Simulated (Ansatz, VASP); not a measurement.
# One calculation of Be3Te, two programs

```xyz
4
Lattice="0.0000 3.0526 3.0526 3.0526 0.0000 3.0526 3.0526 3.0526 0.0000" Properties=species:S:1:pos:R:3 pbc="T T T"
Be    1.5263    1.5263    1.5263
Be    4.5789    4.5789    4.5789
Be    3.0526    3.0526    3.0526
Te    0.0000    0.0000    0.0000
```

Change from the starting cell: species swapped into the Ta3Re type (Fm-3m, No. 225).

Alike in both runs: functional PBE; k mesh 6 × 6 × 6; occupations gaussian, width 0.2 eV; no spin polarisation.

Ansatz relaxed the structure, and its values are those at the end. VASP's run is a single point on that final structure, the one shown.

|  | VASP | Ansatz |
| --- | --- | --- |
| version | VASP 6.6.1 | Ansatz 0.2.0 |
| potentials or method | VASP PAW PBE potentials, release 64 (Be, Te), cutoff 600 eV | scalar-relativistic, plane waves, PAW |
| valence electrons in the cell | 12 | 22 |

Ansatz gave:

| Property | Result |
| --- | --- |
| gap on the k mesh at the Fermi level (eV) | none |
| pressure (GPa) | -0.8 |

Problem. Which values does VASP return?

Solution. gap on the k mesh at the Fermi level (eV): none; pressure (GPa): -0.7.

A gap of «none» marks a metal or a gap that the smearing closes. VASP's potentials hold 12 valence electrons a cell and Ansatz's 22, so a difference there can come from the potentials and not from the codes.

Neither program's run includes spin-orbit coupling.
